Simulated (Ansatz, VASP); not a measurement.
# Two plane-wave programs on Mg

File INCAR:

```
PREC = Accurate
ENCUT = 600
EDIFF = 1E-6
ISMEAR = 0
SIGMA = 0.1
LREAL = F
LASPH = T
NELM = 120
ALGO = Normal
ISIF = 2
LWAVE = F
LCHARG = T
GGA = PS
LELF = T
LVHAR = T
NBANDS = 7
GGA_COMPAT = F
```

File KPOINTS:

```
regular mesh
0
Gamma
  15 15 14
```

Contents of POSCAR:

```
Mg
1.0
    3.1334509731      0.0000000000      0.0000000000
   -1.5667254866      2.7136481442      0.0000000000
    0.0000000000      0.0000000000      2.8538044609
Mg
1
Direct
    0.0000000000      0.0000000000      0.0000000000
```

Input for Ansatz:

```yaml
crystal:
  lattice:
    - [3.1334509731, 0.0, 0.0]
    - [-1.5667254866, 2.7136481442, 0.0]
    - [0.0, 0.0, 2.8538044609]
  atoms:
    - { symbol: Mg, position: [0.0, 0.0, 0.0] }
basis:
  ecutwfc: "44.1 Ry"
kpoints:
  mp_grid: { grid: [15, 15, 14] }
hamiltonian:
  xc: pbesol
scf:
  occupations: { method: gaussian, width: 0.1 }
output:
  forces: true
  eigenvalues: true
  stress: true
```

Alike in both runs: task single point; functional PBEsol; k mesh 15 × 15 × 14; occupations gaussian, width 0.1 eV; no spin polarisation.

|  | VASP | Ansatz |
| --- | --- | --- |
| version | VASP 6.6.1 | Ansatz 0.2.0 |
| potentials or method | VASP PAW PBE potentials, release 64 (Mg), cutoff 600 eV | scalar-relativistic, plane waves, PAW |
| valence electrons in the cell | 2 | 10 |

|  | VASP | Ansatz | Ansatz less VASP |
| --- | --- | --- | --- |
| gap on the k mesh at the Fermi level (eV) | none | none | - |
| pressure (GPa) | 0.8 | 0.8 | +0.02 |
| traceless stress, the component that is largest in VASP (GPa) | 4.82 | 4.79 | -0.034 |

VASP's potentials were made for PBE, not for PBEsol. A gap of «none» marks a metal or a gap that the smearing closes. The functional is the same, so the differences come from potentials, cutoffs and numerics. VASP's potentials hold 2 valence electrons a cell and Ansatz's 10, so a difference there can come from the potentials and not from the codes.
